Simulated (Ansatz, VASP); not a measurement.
# Two plane-wave programs on Ga2BAs3

```
CELL_PARAMETERS angstrom
-1.90014 1.90014 8.06162
1.90014 -1.90014 8.06162
1.90014 1.90014 -8.06162
ATOMIC_POSITIONS crystal
Ga 0.66667 0.66667 0.00000
Ga 0.33333 0.33333 0.00000
B 0.00000 0.00000 0.00000
As 0.58333 0.08333 0.50000
As 0.25000 0.75000 0.50000
As 0.91667 0.41667 0.50000
```

Alike in both runs: task relaxation of cell and atoms; functional PBE; k mesh 6 × 6 × 6; occupations gaussian, width 0.1 eV; no spin polarisation.

```csv
,VASP,Ansatz
version,VASP 6.6.1,Ansatz 0.2.0
potentials or method,"VASP PAW PBE potentials, release 64 (Ga_d, B, As), cutoff 600 eV","scalar-relativistic, plane waves, PAW"
valence electrons in the cell,44,74
```

Ansatz gave:

```
gap on the k mesh at the Fermi level, each at its own relaxed structure (eV) : 0.47
relaxed volume (Å³/atom)                                                     : 20.07
relaxed cell length with the largest relative difference (Å)                 : 8.739
```

Estimate VASP's values.

gap on the k mesh at the Fermi level, each at its own relaxed structure (eV): 0.45; relaxed volume (Å³/atom): 20.19; relaxed cell length with the largest relative difference (Å): 8.739.

VASP's potentials hold 44 valence electrons a cell and Ansatz's 74, so a difference there can come from the potentials and not from the codes.
